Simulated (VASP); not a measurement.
Mg, 2 atoms in the cell. The structure is hexagonal, space group P6_3/mmc (No. 194). Conventional cell: a = 3.242 Å, b = 3.242 Å, c = 5.189 Å, α = 90.00°, β = 90.00°, γ = 120.00°. Within 4.2 Å of Mg (site symmetry -6m2) lie 12 Mg at 3.20 to 3.24 Å. 

* Program: VASP 6.6.1
* Task: single point
* Functional: PBE
* Dispersion: D3(BJ)
* Potentials or basis: VASP PAW PBE potentials, release 64 (Mg)
* Cutoff: 520 eV
* k mesh: 15 × 15 × 8
* Occupations: tetrahedron
* Spin: no spin polarisation
* Dipole correction: no
* Further INCAR settings: ALGO = Fast; EDIFF = 1e-06; NBANDS = 9

Potentials or basis: VASP PAW PBE potentials, release 64 (Mg).

The run is started by

```sh
$ cat potpaw_PBE.64/Mg/POTCAR > POTCAR
$ mpirun -np 1 vasp_std > vasp.out
```

Hardware: 1 thread of Intel(R) Xeon(R) 6975P-C (Granite Rapids) (shared host).

Q: Estimate the wall time of this run.

A: It took 14 s on 1 thread of Intel(R) Xeon(R) 6975P-C (Granite Rapids), on a shared host, peak memory 0.19 GiB. Counts: scf iterations 10, k points 135.
